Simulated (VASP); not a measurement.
Set up this calculation in VASP 6.6.1, as the native input.

- Task: single point
- Functional: B3LYP
- Potentials or basis: VASP PAW PBE potentials, release 64 (Nb_sv)
- Cutoff: 520 eV
- k mesh: 5 × 5 × 5
- Occupations: fermi-dirac, width 0.05 eV
- Spin: no spin polarisation
- Dipole correction: no
- Grid for exact exchange (PRECFOCK): Normal
- Further INCAR settings: ALGO = Normal; EDIFF = 1e-06; NBANDS = 12
- Share of exact exchange: 0.2

Nb:

```
Nb
1.0
     2.79235    0.00000    0.00000
     0.00000    2.79235    0.00000
     0.00000    0.00000    2.79235
Nb
1
Direct
  0.50000 0.50000 0.50000
```

This isn't the form of Nb at room conditions, which is bcc.

These files were run (other wordings do the same):

POSCAR

```
Nb
1.0
    2.7923457137      0.0000000000      0.0000000000
    0.0000000000      2.7923457137      0.0000000000
    0.0000000000      0.0000000000      2.7923457137
Nb
1
Direct
    0.5000000000      0.5000000000      0.5000000000
```

INCAR.step1

```
PREC = Accurate ; ENCUT = 520
EDIFF = 1E-5 ; ISMEAR = -1
SIGMA = 0.05 ; LREAL = F
LASPH = T ; NELM = 100
ALGO = Normal ; ISIF = 2
LWAVE = T ; LCHARG = F
GGA = PE ; NBANDS = 12
```

INCAR.step2

```
PREC = Accurate ; ENCUT = 520
EDIFF = 1E-6 ; ISMEAR = -1
SIGMA = 0.05 ; LREAL = F
LASPH = T ; NELM = 100
ALGO = Normal ; ISIF = 2
LWAVE = F ; LCHARG = F
GGA = B3 ; LHFCALC = T
AEXX = 0.2 ; AGGAX = 0.72
AGGAC = 0.81 ; ALDAC = 0.19
PRECFOCK = Normal ; ISTART = 1
NBANDS = 12
```

KPOINTS

```
Automatic mesh
0
Gamma
  5 5 5
```

Potentials or basis: VASP PAW PBE potentials, release 64 (Nb_sv).

The run is started by

```sh
$ cat potpaw_PBE.64/Nb_sv/POTCAR > POTCAR
$ cp INCAR.step1 INCAR
$ mpirun -np 1 vasp_std > vasp.out
$ cp INCAR.step2 INCAR
$ mpirun -np 1 vasp_std > vasp.out
```

Results of the run:

* Pressure: -0.3 GPa
* Band gap on the k mesh: zero (an odd number of electrons rules out a gap without spin polarisation)

Caveat: the k points lie up to 0.45 Å⁻¹ apart, too coarse for converged energies and pressures of a metal; the PAW data sets were made with another functional, which shifts forces and pressure a little.

Wall time 120 s on 1 thread of Intel(R) Xeon(R) Platinum 8488C (Sapphire Rapids) (shared host), peak memory 0.14 GiB.
